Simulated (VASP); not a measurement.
Write the native input for VASP 6.6.1 that does the following.

* Task: single point
* Functional: PBEsol
* Potentials or basis: VASP PAW PBE potentials, release 64 (Na_pv, H, F)
* Cutoff: 520 eV
* k mesh: 9 × 9 × 9
* Occupations: gaussian, width 0.02 eV
* Spin: no spin polarisation
* Dipole correction: no
* Further INCAR settings: ALGO = Normal; EDIFF = 1e-06; NBANDS = 19

The structure of NaHF2 lies in POSCAR:

```
NaHF2
1.0
    1.7387517403      1.0038687853      4.5779680784
   -1.7387517403      1.0038687853      4.5779680784
    0.0000000000     -2.0077375706      4.5779680784
Na H F
1 1 2
Direct
    0.0000000000      0.0000000000      0.0000000000
    0.5000000000      0.5000000000      0.5000000000
    0.4168425123      0.4168425123      0.4168425123
    0.5831574877      0.5831574877      0.5831574877
```

One way to write it, as run:

INCAR

```
PREC = Accurate
ENCUT = 520
EDIFF = 1E-6
ISMEAR = 0
SIGMA = 0.02
LREAL = F
LASPH = T
NELM = 100
ALGO = Normal
ISIF = 2
LWAVE = F
LCHARG = F
GGA = PS
NBANDS = 19
```

KPOINTS

```
regular mesh
0
Gamma
  9 9 9
```

Potentials or basis: VASP PAW PBE potentials, release 64 (Na_pv, H, F).

Command:

```bash
$ cat potpaw_PBE.64/Na_pv/POTCAR potpaw_PBE.64/H/POTCAR potpaw_PBE.64/F/POTCAR > POTCAR
$ mpirun -np 1 vasp_std > vasp.out
```

It gave:

```yaml
Pressure: 0.0 GPa
Largest_force: 0.062 eV/Å
Band_gap_on_the_k_mesh: 6.89 eV, indirect (least direct gap 7.05 eV)
```

Caveat: the PAW data sets were made with another functional, which shifts forces and pressure a little.

Run time: 65 s on 1 thread of Intel(R) Xeon(R) 6975P-C (Granite Rapids) (shared host), peak memory 0.26 GiB.
